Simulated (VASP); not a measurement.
NaHf3, 4 atoms in the cell. Symmetry: Pm-3m, No. 221, cubic system. The conventional cell has a = 4.489 Å, b = 4.489 Å, c = 4.489 Å, α = 90.00°, β = 90.00°, γ = 90.00°. Na (site symmetry m-3m) has 12 Hf at 3.17 Å within 4.2 Å. Within 4.2 Å of Hf (site symmetry 4/mmm) lie 4 Na at 3.17 Å and 8 Hf at 3.17 Å. 

```yaml
Program: VASP 6.6.1
Task: single point
Functional: PBE
Potentials_or_basis: VASP PAW PBE potentials, release 64 (Na_pv, Hf_pv)
Cutoff: 520 eV
k_mesh: 4 × 4 × 4
Occupations: gaussian, width 0.1 eV
Spin: no spin polarisation
Dipole_correction: no
Further_INCAR_settings: ALGO = Fast; EDIFF = 1e-07; NBANDS = 26
```

Potentials or basis: VASP PAW PBE potentials, release 64 (Na_pv, Hf_pv).

Run with:

```sh
$ cat potpaw_PBE.64/Na_pv/POTCAR potpaw_PBE.64/Hf_pv/POTCAR > POTCAR
$ mpirun -np 1 vasp_std > vasp.out
```

Hardware: 1 thread of Intel(R) Xeon(R) Platinum 8259CL CPU @ 2.50GHz (Skylake/Cascade Lake), with other jobs on the host.

Question: How long does it take, and how much memory?

Answer: Run time: 28 s on 1 thread of Intel(R) Xeon(R) Platinum 8259CL CPU @ 2.50GHz (Skylake/Cascade Lake), on a shared host, peak memory 0.21 GiB. Counts: scf iterations 17, k points 10.
